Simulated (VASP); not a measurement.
Here is a VASP 6.6.1 calculation.

File POSCAR:

```
YSi2
1.0
    3.8300011707      0.0000000000      0.0000000000
   -1.9150005853      3.3168783103      0.0000000000
    0.0000000000      0.0000000000      4.1400000000
Y Si
1 2
Direct
    0.0000000000      0.0000000000      0.0000000000
    0.3333333333      0.6666666667      0.5000000000
    0.6666666667      0.3333333333      0.5000000000
```

The input INCAR.step1:

```
SYSTEM = YSi2
  ALGO = Normal
  EDIFF = 1E-4
  ENCUT = 520
  GGA = PE
  ISMEAR = 0
  LASPH = .True.
  LCHARG = .False.
  LREAL = .False.
  LWAVE = .True.
  NBANDS = 16
  NELM = 100
  PREC = Accurate
  SIGMA = 0.1
```

Contents of INCAR.step2:

```
SYSTEM = YSi2
  ALGO = Normal
  EDIFF = 1E-6
  ENCUT = 520
  ISIF = 2
  ISMEAR = 0
  ISTART = 1
  LASPH = .True.
  LCHARG = .False.
  LMIXTAU = .True.
  LREAL = .False.
  LWAVE = .False.
  METAGGA = R2SCAN
  NBANDS = 16
  NELM = 100
  PREC = Accurate
  SIGMA = 0.1
```

File KPOINTS:

```
k-points
0
Gamma
  6 6 4
  0 0 0
```

Potentials or basis: VASP PAW PBE potentials, release 64 (Y_sv, Si).

The run is started by

```sh
$ cat potpaw_PBE.64/Y_sv/POTCAR potpaw_PBE.64/Si/POTCAR > POTCAR
$ cp INCAR.step1 INCAR
$ mpirun -np 1 vasp_std > vasp.out
$ cp INCAR.step2 INCAR
$ mpirun -np 1 vasp_std > vasp.out
```

Predict the pressure.

12.2 GPa.

Stress tensor (GPa, compression positive):
```
17.27  0.00  0.00
 0.00 17.27  0.00
 0.00  0.00  2.04
```

Caveat: the k points lie up to 0.38 Å⁻¹ apart; the PAW data sets were made with another functional, which shifts forces and pressure a little.
